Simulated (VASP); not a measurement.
Set up this calculation in VASP 6.6.1, as the native input.

| Quantity | Value |
| --- | --- |
| Task | single point |
| Functional | PBE |
| Dispersion | D3(BJ) |
| Potentials or basis | VASP PAW PBE potentials, release 64 (Al) |
| Cutoff | 520 eV |
| k mesh | 22 × 22 × 22 |
| Occupations | gaussian, width 0.15 eV |
| Spin | no spin polarisation |
| Dipole correction | no |
| Further INCAR settings | ALGO = Normal; EDIFF = 1e-06; NBANDS = 8 |

The structure of Al lies in POSCAR:

```
Al
1.0
    0.0000000000      2.2827315448      1.6762097733
    2.2827315448      0.0000000000      1.6762097733
    2.2827315448      2.2827315448      0.0000000000
Al
1
Direct
    0.0000000000      0.0000000000      0.0000000000
```

This cell differs from its parent crystal: volume 17.469 Å^3 an atom, c/a of the conventional cell 0.7343.

These files were run (other wordings do the same):

INCAR

```
PREC     = Accurate       # precision mode
ENCUT    = 520            # plane-wave cutoff, eV
EDIFF    = 1E-6           # SCF threshold, eV
ISMEAR   = 0              # smearing method
SIGMA    = 0.15           # smearing width, eV
LREAL    = False          # projectors in reciprocal space
LASPH    = True           # aspherical terms in the spheres
NELM     = 100            # most SCF steps
ALGO     = Normal         # electronic algorithm
ISIF     = 2              # what is computed and relaxed
LWAVE    = False          # write WAVECAR
LCHARG   = False          # write CHGCAR
GGA      = PE             # functional
IVDW     = 12             # dispersion correction
NBANDS   = 8              # bands
```

KPOINTS

```
regular mesh
0
Gamma
  22 22 22
```

Potentials or basis: VASP PAW PBE potentials, release 64 (Al).

Launch:

```console
$ cat potpaw_PBE.64/Al/POTCAR > POTCAR
$ mpirun -np 1 vasp_std > vasp.out
```

Results of the run:

| Quantity | Value |
| --- | --- |
| Pressure | -5.1 GPa |
| Dispersion energy per atom | -0.317 eV |

Caveat: pairwise dispersion overbinds metals, which lowers pressure and volume.

Run time: 23 s on 1 thread of Intel(R) Xeon(R) 6975P-C (Granite Rapids), on a shared host, peak memory 0.22 GiB.
